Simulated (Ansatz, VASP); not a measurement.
# One calculation of Ta3Br, two programs

POSCAR

```
Ta3Br
1.0
    4.2704980000      0.0000000000      0.0000000000
    0.0000000000      4.2704980000      0.0000000000
    0.0000000000      0.0000000000      4.2704980000
Ta Br
3 1
Direct
    0.0000000000      0.5000000000      0.5000000000
    0.5000000000      0.0000000000      0.5000000000
    0.5000000000      0.5000000000      0.0000000000
    0.0000000000      0.0000000000      0.0000000000
```

File INCAR.step1:

```
PREC = Accurate ; ENCUT = 520
ISMEAR = 0 ; SIGMA = 0.1
LREAL = False ; LASPH = True
NELM = 100 ; NBANDS = 28
GGA = PE ; ALGO = Normal
EDIFF = 1E-4 ; LWAVE = True
LCHARG = False
```

Contents of INCAR.step2:

```
PREC = Accurate ; ENCUT = 520
EDIFF = 1E-6 ; ISMEAR = 0
SIGMA = 0.1 ; LREAL = False
LASPH = True ; NELM = 100
ALGO = Normal ; ISIF = 2
LWAVE = False ; LCHARG = True
METAGGA = R2SCAN ; LMIXTAU = True
LELF = True ; LVHAR = True
NBANDS = 28 ; ISTART = 1
```

KPOINTS

```
regular mesh
0
Gamma
  4 4 4
```

Input for Ansatz:

```yaml
crystal:
  lattice:
    - [4.270498, 0.0, 0.0]
    - [0.0, 4.270498, 0.0]
    - [0.0, 0.0, 4.270498]
  atoms:
    - { symbol: Ta, position: [0.0, 0.5, 0.5] }
    - { symbol: Ta, position: [0.5, 0.0, 0.5] }
    - { symbol: Ta, position: [0.5, 0.5, 0.0] }
    - { symbol: Br, position: [0.0, 0.0, 0.0] }
basis:
  ecutwfc: 500
kpoints:
  mp_grid: { grid: [4, 4, 4] }
hamiltonian:
  xc: r2scan
scf:
  occupations: { method: gaussian, width: 0.1 }
  lower_state_search: "off"
output:
  forces: true
  stress: true
  eigenvalues: true
```

Alike in both runs: task single point; functional r2SCAN; k mesh 4 × 4 × 4; occupations gaussian, width 0.1 eV; no spin polarisation.

```csv
,VASP,Ansatz
version,VASP 6.6.1,Ansatz 0.2.0
potentials or method,"VASP PAW PBE potentials, release 64 (Ta_pv, Br), cutoff 520 eV","scalar-relativistic, plane waves, PAW"
valence electrons in the cell,40,46
```

Ansatz gave:

| Quantity | Value |
| --- | --- |
| gap on the k mesh at the Fermi level (eV) | none |
| pressure (GPa) | -6.7 |

Task: Estimate VASP's values.

Result: gap on the k mesh at the Fermi level (eV): none; pressure (GPa): -6.3.

VASP's potentials were made for PBE, not for r2SCAN. A gap of «none» marks a metal or a gap that the smearing closes. The functional is the same, so the differences come from potentials, cutoffs and numerics. VASP's potentials hold 40 valence electrons a cell and Ansatz's 46, so a difference there can come from the potentials and not from the codes.

The k mesh is coarse, so the values compare programs but aren't converged. Neither program's run includes spin-orbit coupling.
